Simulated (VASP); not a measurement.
# Nb (Fm-3m) in VASP: a series of runs

Runs on Nb. Level: PBE. Tasks: single point.

Everything below comes from runs of VASP 6.6.1. Logs are shortened: lines on timing, memory, paths and dates and some standing lists are left out, and cuts for length are marked.

## (1) The cell of the first run

It takes space group Fm-3m (No. 225, cubic). The conventional cell has a = 4.144 Å, b = 4.144 Å, c = 4.144 Å, α = 90.00°, β = 90.00°, γ = 90.00°. Within 3.9 Å of Nb (site symmetry m-3m) lie 12 Nb at 2.93 Å.

## (2) Single point, PBE

Contents of INCAR:

```
  PREC = Accurate
  ENCUT = 520
  EDIFF = 1E-6
  ISMEAR = -1
  SIGMA = 0.05
  LREAL = F
  LASPH = T
  NELM = 60
  ALGO = Fast
  ISIF = 2
  LWAVE = F
  LCHARG = F
  GGA = PE
  NBANDS = 12
```

Contents of KPOINTS:

```
regular mesh
0
Gamma
  11 11 11
```

Contents of POSCAR:

```
Nb
1.0
    0.0000000000      2.0718246199      2.0718246199
    2.0718246199      0.0000000000      2.0718246199
    2.0718246199      2.0718246199      0.0000000000
Nb
1
Direct
    0.0000000000      0.0000000000      0.0000000000
```

Potentials or basis: VASP PAW PBE potentials, release 64 (Nb_sv).

Command:

```
> cat potpaw_PBE.64/Nb_sv/POTCAR > POTCAR
> mpirun -np 1 vasp_std > vasp.out
```

OUTCAR:

```text
PREC = Accurate
   ENCUT = 520
   EDIFF = 1E-6
   ISMEAR = -1
   LREAL = F
   LASPH = T
   NELM = 60
   ISIF = 2
   GGA = PE

 ion  position               nearest neighbor table
   1  0.000  0.000  0.000-

  LATTYP: Found a face centered cubic cell.
 ALAT       =     4.1436492398

  Lattice vectors:

 A1 = (   0.0000000000,   2.0718246199,   2.0718246199)
 A2 = (   2.0718246199,   0.0000000000,   2.0718246199)
 A3 = (   2.0718246199,   2.0718246199,   0.0000000000)

Analysis of symmetry for initial positions (statically):
=====================================================================
 Subroutine PRICEL returns:
 Original cell was already a primitive cell.

 Routine SETGRP: Setting up the symmetry group for a
 face centered cubic supercell.

 Subroutine GETGRP returns: Found 48 space group operations
 (whereof 48 operations were pure point group operations)
 out of a pool of 48 trial point group operations.

The static configuration has the point symmetry O_h .

Analysis of symmetry for dynamics (positions and initial velocities):
=====================================================================
 Subroutine PRICEL returns:
 Original cell was already a primitive cell.

 Routine SETGRP: Setting up the symmetry group for a
 face centered cubic supercell.

 Subroutine GETGRP returns: Found 48 space group operations
 (whereof 48 operations were pure point group operations)
 out of a pool of 48 trial point group operations.

The dynamic configuration has the point symmetry O_h .

 Subroutine INISYM returns: Found 48 space group operations
 (whereof 48 operations are pure point group operations),
 and found     1 'primitive' translations

----------------------------------------------------------------------------------------

                                     Primitive cell

  volume of cell :      17.7864

  direct lattice vectors                    reciprocal lattice vectors
     0.000000000  2.071824620  2.071824620    -0.241333168  0.241333168  0.241333168
     2.071824620  0.000000000  2.071824620     0.241333168 -0.241333168  0.241333168
     2.071824620  2.071824620  0.000000000     0.241333168  0.241333168 -0.241333168

  length of vectors
     2.930002476  2.930002476  2.930002476     0.418001309  0.418001309  0.418001309

  position of ions in fractional coordinates (direct lattice)
     0.000000000  0.000000000  0.000000000

  ion indices of the primitive-cell ions
   primitive index   ion index
                 1           1

----------------------------------------------------------------------------------------

 KPOINTS: regular mesh

Automatic generation of k-mesh.
 Grid dimensions read from file:
 generate k-points for:   11   11   11

 Generating k-lattice:

  Cartesian coordinates                     Fractional coordinates (reciprocal lattice)
    -0.021939379  0.021939379  0.021939379     0.090909091  0.000000000  0.000000000
     0.021939379 -0.021939379  0.021939379     0.000000000  0.090909091  0.000000000
     0.021939379  0.021939379 -0.021939379     0.000000000  0.000000000  0.090909091

  Length of vectors
     0.038000119  0.038000119  0.038000119

  Shift w.r.t. Gamma in fractional coordinates (k-lattice)
     0.000000000  0.000000000  0.000000000

 Subroutine IBZKPT returns following result:
 ===========================================

 Found     56 irreducible k-points:

 Following reciprocal coordinates:
            Coordinates               Weight
  0.000000  0.000000  0.000000      1.000000
  0.090909  0.000000  0.000000      8.000000
  0.181818  0.000000  0.000000      8.000000
  0.272727  0.000000  0.000000      8.000000
  0.363636  0.000000  0.000000      8.000000
  0.454545  0.000000  0.000000      8.000000
[... 16 lines left out ...]
 -0.272727  0.181818  0.000000     24.000000
 -0.181818  0.181818  0.000000     12.000000
 [... further k-points ...]
   k-points           NKPTS =     56   k-points in BZ     NKDIM =     56   number of bands    NBANDS=     12
   number of dos      NEDOS =    301   number of ions     NIONS =      1
   total plane-waves  NPLWV =  13824
   dimension x,y,z NGX =    24 NGY =   24 NGZ =   24
   dimension x,y,z NGXF=    48 NGYF=   48 NGZF=   48
   ions per type =               1
   NGX,Y,Z   is equivalent  to a cutoff of  13.62, 13.62, 13.62 a.u.
   NGXF,Y,Z  is equivalent  to a cutoff of  27.23, 27.23, 27.23 a.u.
 SYSTEM =  unknown system
   PREC   = accura    normal or accurate (medium, high low for compatibility)
   ISTART =      0    job   : 0-new  1-cont  2-samecut
   ICHARG =      2    charge: 1-file 2-atom 10-const
   ISPIN  =      1    spin polarized calculation?
   LNONCOLLINEAR =      F non collinear calculations
   LSORBIT =      F    spin-orbit coupling
   LASPH  =      T    aspherical Exc in radial PAW
   ENCUT  =  520.0 eV  38.22 Ry    6.18 a.u.   5.45  5.45  5.45*2*pi/ulx,y,z
   NELM   =     60;   NELMIN=  2; NELMDL= -5     # of ELM steps
   EDIFF  = 0.1E-05   stopping-criterion for ELM
   LREAL  =      F    real-space projection
   EDIFFG = 0.1E-04   stopping-criterion for IOM
   NSW    =      0    number of steps for IOM
   IBRION =     -1    ionic relax: 0-MD 1-quasi-New 2-CG
   NFREE  =      0    steps in history (QN), initial steepest desc. (CG)
   ISIF   =      2    stress and relaxation
   ISYM   =      2    0-nonsym 1-usesym 2-fastsym
   POTIM  = 0.5000    time-step for ionic-motion
   TEBEG  =    0.0;   TEEND  =   0.0 temperature during run
   PSTRESS=    0.0 pullay stress
   NELECT =      13.0000    total number of electrons
   NUPDOWN=      -1.0000    fix difference up-down
   EMIN   =  10.00;   EMAX   =-10.00  energy-range for DOS
   EFERMI =   0.00;   METHOD = LEGACY
   ISMEAR =    -1;   SIGMA  =   0.05  broadening in eV -4-tet -1-fermi 0-gaus
   EFERMI_NEDOS =   21; number of points for ismear=-14 and -15
   IALGO  =     68    algorithm
   IMIX   =      4    mixing-type and parameters
     AMIX     =   0.40;   BMIX     =  1.00
     AMIX_MAG =   1.60;   BMIX_MAG =  1.00
  volume/ion in A,a.u.               =      17.79       120.03
  Fermi-wavevector in a.u.,A,eV,Ry     =   1.474664  2.786710 29.587675  2.174633
  Thomas-Fermi vector in A             =   2.589407
   LORBIT       =      0    0 simple, 1 ext, 2 COOP (PROOUT), +10 PAW based schemes
   GGA     = PE    functional components
   LHFCALC =     F    Hartree Fock is set to
   AEXX    =    0.0000 exact exchange contribution
   IVDW    =     0    specifies the selected vdW correction
   LEPSILON=     F    determine dielectric tensor
   LRPA    =     F    only Hartree local field effects (RPA)
 non-spin polarized calculation
 RMM-DIIS sequential band-by-band and
  energy-cutoff  :      520.00
  volume of cell :       17.79
 maximum number of plane-waves:       531
 NGX is ok and might be reduce to    24
   NGX = 11   NGY = 11   NGZ = 11

 number of electron      13.0000000 magnetization

 Free energy of the ion-electron system (eV)
  ---------------------------------------------------
  ext. energy  EPLUGINS =         0.00000000
  ---------------------------------------------------
  free energy    TOTEN  =        -9.87694030 eV

  energy without entropy =       -9.86571551  energy(sigma->0) =       -9.87132791

 E-fermi :  11.7449     XC(G=0): -12.5664

 val. band max:       11.7302017981   @ k =  -0.3636   0.4545   0.1818
 cond. band min:      11.7997354441   @ k =   0.0000   0.0000   0.0000
 fundamental gap:      0.0695336461
 Fermi energy:        11.7449239435

 k-point     1 :       0.0000    0.0000    0.0000
  band No.  band energies     occupation
      1     -42.9976      2.00000
      2     -18.2778      2.00000
      3     -18.2778      2.00000
      4     -18.2778      2.00000
      5       5.3793      2.00000
      6      11.7997      0.50089
      7      11.7997      0.50089
      8      11.7997      0.50089
      9      14.5954      0.00000
     10      14.5954      0.00000
     11      23.6039      0.00000
     12      28.6217      0.00000

 k-point     2 :       0.0909    0.0000    0.0000
  band No.  band energies     occupation
      1     -42.9789      2.00000
      2     -18.3977      2.00000
      3     -18.2923      2.00000
      4     -18.2923      2.00000
      5       5.7029      2.00000
      6      11.5531      1.95778
      7      11.9453      0.03573
      8      11.9453      0.03573
      9      14.4655      0.00000
     10      14.4655      0.00000
     11      24.2505      0.00000
     12      27.4526      0.00000

 k-point     3 :       0.1818    0.0000    0.0000
  band No.  band energies     occupation
      1     -42.9283      2.00000
      2     -18.7119      2.00000
      3     -18.3314      2.00000
      4     -18.3314      2.00000
      5       6.5428      2.00000
      6      11.0933      2.00000
      7      12.2019      0.00021
      8      12.2019      0.00021
      9      14.3534      0.00000
     10      14.3534      0.00000
     11      25.0979      0.00000
     12      26.4535      0.00000

 k-point     4 :       0.2727    0.0000    0.0000
  band No.  band energies     occupation
      1     -42.8614      2.00000
      2     -19.1078      2.00000
      3     -18.3819      2.00000
      4     -18.3819      2.00000
      5       7.4199      2.00000
      6      11.0763      2.00000
      7      12.1363      0.00080
      8      12.1363      0.00080
      9      14.8385      0.00000
     10      14.8385      0.00000
     11      23.8698      0.00000
     12      27.4658      0.00000

 k-point     5 :       0.3636    0.0000    0.0000
  band No.  band energies     occupation
      1     -42.7990      2.00000
      2     -19.4580      2.00000
      3     -18.4279      2.00000
      4     -18.4279      2.00000
      5       7.7299      2.00000
      6      11.8355      0.28074
      7      11.8355      0.28074
      8      12.0085      0.01022
      9      15.8039      0.00000
     10      15.8039      0.00000
     11      22.9497      0.00000
     12      25.9954      0.00000
[... 228 lines left out ...]
      1     -42.7272      2.00000
      2     -19.5485      2.00000
      3     -18.7431      2.00000
      4     -18.5399      2.00000
      5       8.6043      2.00000
      6      10.3415      2.00000
      7      12.0076      0.01040
      8      12.5804      0.00000
      9      16.5665      0.00000
     10      18.7063      0.00000
     11      22.1668      0.00000
     12      25.6401      0.00000

 k-point    22 :      -0.3636    0.1818    0.0000
  band No.  band energies     occupation
      1     -42.7396      2.00000
      2     -19.4835      2.00000
      3     -18.7733      2.00000
      4     -18.4914      2.00000
      5       8.7638      2.00000
      6      10.5476      2.00000
      7      11.6700      1.63482
      8      12.5369      0.00000
      9      15.5345      0.00000
     10      18.6537      0.00000
     11      23.1455      0.00000
     12      25.9598      0.00000

 k-point    23 :      -0.2727    0.1818    0.0000
  band No.  band energies     occupation
      1     -42.7815      2.00000
      2     -19.2985      2.00000
      3     -18.7309      2.00000
      4     -18.4273      2.00000
      5       8.7887      2.00000
      6      10.6967      2.00000
      7      11.0586      2.00000
      8      12.7320      0.00000
      9      14.2712      0.00000
     10      17.7376      0.00000
     11      24.6846      0.00000
     12      27.0593      0.00000

 k-point    24 :      -0.1818    0.1818    0.0000
  band No.  band energies     occupation
      1     -42.8389      2.00000
      2     -19.0689      2.00000
      3     -18.6071      2.00000
      4     -18.3675      2.00000
      5       8.0950      2.00000
      6      10.4161      2.00000
      7      11.7144      1.29586
      8      13.1455      0.00000
      9      13.1909      0.00000
     10      16.3826      0.00000
     11      25.4518      0.00000
     12      28.1271      0.00000

 [... further k-points ...]

------------------------ aborting loop because EDIFF is reached ----------------------------------------

  FORCE on cell =-STRESS in cart. coord.  units (eV):
  Direction    XX          YY          ZZ          XY          YZ          ZX
  --------------------------------------------------------------------------------------
  -------------------------------------------------------------------------------------
  Total        0.9845851      0.9845851      0.9845851      0.0000000      0.0000000      0.0000000
  in kB       88.6900486     88.6900486     88.6900486      0.0000000      0.0000000      0.0000000
  external PRESSURE =      88.6900486 kB  Pullay stress =       0.0000000 kB

 VOLUME and BASIS-vectors are now :
 -----------------------------------------------------------------------------
  energy-cutoff  :      520.00
  volume of cell :       17.79
      direct lattice vectors                 reciprocal lattice vectors
     0.000000000  2.071824620  2.071824620    -0.241333168  0.241333168  0.241333168
     2.071824620  0.000000000  2.071824620     0.241333168 -0.241333168  0.241333168
     2.071824620  2.071824620  0.000000000     0.241333168  0.241333168 -0.241333168

 POSITION                                       TOTAL-FORCE (eV/Angst)
 -----------------------------------------------------------------------------------
      0.00000      0.00000      0.00000         0.000000      0.000000      0.000000
 -----------------------------------------------------------------------------------
    total drift:                               -0.000000      0.000000     -0.000000

  FREE ENERGIE OF THE ION-ELECTRON SYSTEM (eV)
  ---------------------------------------------------
  free  energy   TOTEN  =        -9.8769402997 eV

  energy  without entropy=       -9.8657155132  energy(sigma->0) =       -9.87132791
```

It took 19 s on 1 thread of AMD EPYC 9R14 (Zen 4), shared host; peak memory 0.11 GiB.

What came out:

- Free energy: -9.8769 eV
- Pressure: 8.9 GPa

Levels at points of the mesh, in eV from the Fermi level:
| k point | band 2 | band 3 | band 4 | band 5 | band 6 | band 7 | band 8 | band 9 | band 10 | band 11 |
| --- | --- | --- | --- | --- | --- | --- | --- | --- | --- | --- |
| (0.00, 0.00, 0.00) | -30.02 | -30.02 | -30.02 | -6.37 | 0.05 | 0.05 | 0.05 | 2.85 | 2.85 | 11.86 |

## (3) Single point, PBE

This run uses another cell than the first one, of 18.16 Å³/atom, 1.021 times its volume.

Contents of INCAR:

```
SYSTEM = Nb
PREC     = Accurate       ! precision mode
ENCUT    = 520            ! plane-wave cutoff, eV
EDIFF    = 1E-7           ! SCF threshold, eV
ISMEAR   = -1             ! smearing method
SIGMA    = 0.05           ! smearing width, eV
LREAL    = .FALSE.        ! projectors in reciprocal space
LASPH    = .TRUE.         ! aspherical terms in the spheres
NELM     = 100            ! most SCF steps
ALGO     = Normal         ! electronic algorithm
ISIF     = 2              ! what is computed and relaxed
LWAVE    = .FALSE.        ! write WAVECAR
LCHARG   = .TRUE.         ! write CHGCAR
GGA      = PE             ! functional
LELF     = .TRUE.         ! ELF
LVHAR    = .TRUE.       
NBANDS   = 12             ! bands
```

Contents of KPOINTS:

```
Automatic mesh
0
G
  11 11 11
  0 0 0
```

Contents of POSCAR:

```
Nb
1.0
    0.0000000000      2.0864154149      2.0864154149
    2.0864154149      0.0000000000      2.0864154149
    2.0864154149      2.0864154149      0.0000000000
Nb
1
Direct
    0.0000000000      0.0000000000      0.0000000000
```

Potentials or basis: VASP PAW PBE potentials, release 64 (Nb_sv).

Command:

```
> cat potpaw_PBE.64/Nb_sv/POTCAR > POTCAR
> mpirun -np 1 vasp_std > vasp.out
```

Wall time 10 s (1 thread of AMD EPYC 9R14 (Zen 4), shared host); peak memory 0.11 GiB.

It converged, with:

* Free energy: -9.8932 eV
* Pressure: 4.8 GPa

Levels at points of the mesh, in eV from the Fermi level:
| k point | band 4 | band 5 | band 6 | band 7 | band 8 | band 9 |
| --- | --- | --- | --- | --- | --- | --- |
| (0.00, 0.00, 0.00) | -30.09 | -6.32 | 0.07 | 0.07 | 0.07 | 2.78 |
